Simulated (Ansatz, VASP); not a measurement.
# LiF in VASP and in Ansatz

INCAR

```
SYSTEM = LiF
PREC = Accurate
ENCUT = 520
EDIFF = 1E-6
ISMEAR = 0
SIGMA = 0.05
LREAL = .FALSE.
LASPH = .TRUE.
NELM = 100
ALGO = Normal
ISIF = 2
LWAVE = .FALSE.
LCHARG = .TRUE.
GGA = CA
LELF = .TRUE.
LVHAR = .TRUE.
NBANDS = 18
```

The input KPOINTS:

```
Automatic mesh
0
G
  9 9 6
  0 0 0
```

Contents of POSCAR:

```
LiF
1.0
    2.9533413869      0.0000000000      0.0000000000
   -1.4766706934      2.5576686671      0.0000000000
    0.0000000000      0.0000000000      4.9043187070
Li F
2 2
Direct
    0.3333333333      0.6666666667      0.3746202181
    0.6666666667      0.3333333333      0.8746202181
    0.3333333333      0.6666666667      0.9910195924
    0.6666666667      0.3333333333      0.4910195924
```

Input for Ansatz:

```yaml
crystal:
  lattice:
    - [2.9533413869, 0.0, 0.0]
    - [-1.4766706934, 2.5576686671, 0.0]
    - [0.0, 0.0, 4.904318707]
  atoms:
    - { symbol: Li, position: [0.3333333333, 0.6666666667, 0.3746202181] }
    - { symbol: Li, position: [0.6666666667, 0.3333333333, 0.8746202181] }
    - { symbol: F, position: [0.3333333333, 0.6666666667, 0.9910195924] }
    - { symbol: F, position: [0.6666666667, 0.3333333333, 0.4910195924] }
basis:
  ecutwfc: 520.0
kpoints:
  mp_grid: { grid: [9, 9, 6] }
hamiltonian:
  xc: lda
scf:
  occupations: { method: gaussian, width: 0.05 }
output:
  forces: true
  stress: true
  eigenvalues: true
```

Alike in both runs: task single point; functional LDA; k mesh 9 × 9 × 6; occupations gaussian, width 0.05 eV; no spin polarisation.

```csv
,VASP,Ansatz
version,VASP 6.6.1,Ansatz 0.2.0
potentials or method,"VASP PAW LDA potentials, release 64 (Li_sv, F), cutoff 520 eV","scalar-relativistic, plane waves, PAW"
valence electrons in the cell,20,20
```

VASP gave:

```
gap on the k mesh at the Fermi level (eV) : 7.96
least direct gap on the mesh (eV)         : 7.96
rms of the force components (eV/Å)        : 0.097
```

**Question.** Estimate Ansatz's values.

**Answer.** gap on the k mesh at the Fermi level (eV): 7.97; least direct gap on the mesh (eV): 7.97; rms of the force components (eV/Å): 0.096.

LDA's correlation is that of Perdew and Zunger in VASP and of Perdew and Wang (1992) in Ansatz. Atom by atom the forces differ by 0.001 eV/Å (rms over components).

Noted on VASP's run: the cutoff is under 1.25 times that of the potentials, so the pressure is a little rough.
